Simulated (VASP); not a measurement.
The system is Dy3GaS2.

```xyz
6
Lattice="4.3166 0.0000 0.0000 -2.1583 3.7383 0.0000 0.0000 0.0000 7.5799" Properties=species:S:1:pos:R:3 pbc="T T T"
Dy    2.1583    1.2461    6.4465
Dy    0.0000    2.4922    1.1334
Dy    0.0000    0.0000    0.0000
Ga    0.0000    0.0000    3.7899
S     2.1583    1.2461    1.4080
S     0.0000    2.4922    6.1719
```

The cell was generated, and may not be a known phase.

* Program: VASP 6.6.1
* Task: relaxation of cell and atoms
* Functional: PBE
* Potentials or basis: VASP PAW PBE potentials, release 64 (Dy_3, Ga_d, S), 4f in core
* Cutoff: 500 eV
* k mesh: 4 × 4 × 2
* Occupations: gaussian, width 0.2 eV
* Spin: no spin polarisation

At the start: pressure 28.5 GPa; volume 20.39 Å³/atom.

Task: How do energy, volume and symmetry change on relaxing?

Result: Over 27 steps the energy falls by 1284.0 meV/atom and the volume is 21.58 Å³/atom (+5.8 %); space group P-3m1 (No. 164, to 0.1 Å) before and after.

The path:
```tsv
step	energy change (eV)	largest force (eV/Å)	pressure (GPa)	volume (Å³)
1	0.0000	4.5625	28.49	122.31
2	-2.7702	1.2414	-7.54	197.59
3	-3.7130	1.4743	-1.84	163.93
4	-4.1564	1.4939	-2.01	160.07
5	-5.2542	2.1633	-0.98	147.86
6	-3.3419	10.7795	23.15	120.54
7	-5.2290	3.7118	2.80	140.28
8	-5.0542	5.9096	8.83	131.76
9	-5.2130	4.9033	6.04	135.16
10	-5.3113	4.8243	5.96	134.84
11	-5.5872	4.6135	5.74	133.87
12	-6.0646	4.2433	5.59	131.84
13	-6.7095	3.6572	6.52	127.48
14	-4.2202	0.6435	24.38	117.48
15	-6.4339	4.3195	8.61	126.15
16	-6.1776	3.2345	13.25	121.97
17	-6.4240	4.0711	10.12	124.44
18	-7.1880	2.0574	5.21	127.04
19	-7.5715	0.6226	1.46	129.95
20	-7.5264	0.7666	-2.52	135.87
21	-7.6395	0.3103	-1.13	133.08
22	-7.6469	0.1047	-0.53	132.19
23	-7.6469	0.1437	-0.63	132.35
24	-7.6638	0.1184	-0.55	131.91
25	-7.6966	0.0529	-0.19	130.56
26	-7.6858	0.0396	0.98	127.82
27	-7.7042	0.0082	0.21	129.46
```

Final structure:
```
CELL_PARAMETERS angstrom
5.17172 0.00000 0.00000
-2.58586 4.47884 0.00000
0.00000 0.00000 5.58917
ATOMIC_POSITIONS crystal
Dy 0.66667 0.33333 0.64744
Dy 0.33333 0.66667 0.35256
Dy 0.00000 0.00000 0.00000
Ga 0.00000 0.00000 0.50000
S 0.66667 0.33333 0.13209
S 0.33333 0.66667 0.86791
```

Caveat: the k points lie up to 0.56 Å⁻¹ apart in the final cell; a cell axis changed by over 15 % at a fixed basis, so the end point is rough; the run has no spin polarisation, though such a crystal can be magnetic.
